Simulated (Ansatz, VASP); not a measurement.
**HfO2: VASP beside Ansatz**

```
Hf O
1.0
     0.00000    2.57444    2.57444
     2.57444    0.00000    2.57444
     2.57444    2.57444    0.00000
Hf O
1 2
Cartesian
  0.0000 0.0000 0.0000
  1.2872 1.2872 1.2872
  3.8617 3.8617 3.8617
```

Change from the starting cell: volume scaled by 1.02, ions relaxed.

Alike in both runs: task relaxation of the atoms; functional PBE; k mesh 10 × 10 × 10; occupations fermi-dirac, width 0.02 eV; no spin polarisation.

|  | VASP | Ansatz |
| --- | --- | --- |
| version | VASP 6.6.1 | Ansatz 0.2.0 |
| potentials or method | VASP PAW PBE potentials, release 64 (Hf_pv, O) | plane-wave PAW, scalar-relativistic |
| plane-wave cutoff (eV) | 520 | 420 |
| valence electrons in the cell | 22 | 38 |

```tsv
	VASP	Ansatz	Ansatz less VASP
gap on the k mesh at the Fermi level, each at its own relaxed structure (eV)	3.68	3.67	-0.002
```

VASP's potentials hold 22 valence electrons a cell and Ansatz's 38, so a difference there can come from the potentials and not from the codes. Ansatz's warnings: stress scf threshold loose.

Spin-orbit coupling is off throughout. Noted on VASP's run: the relaxation stopped at its first step, so nothing moved.
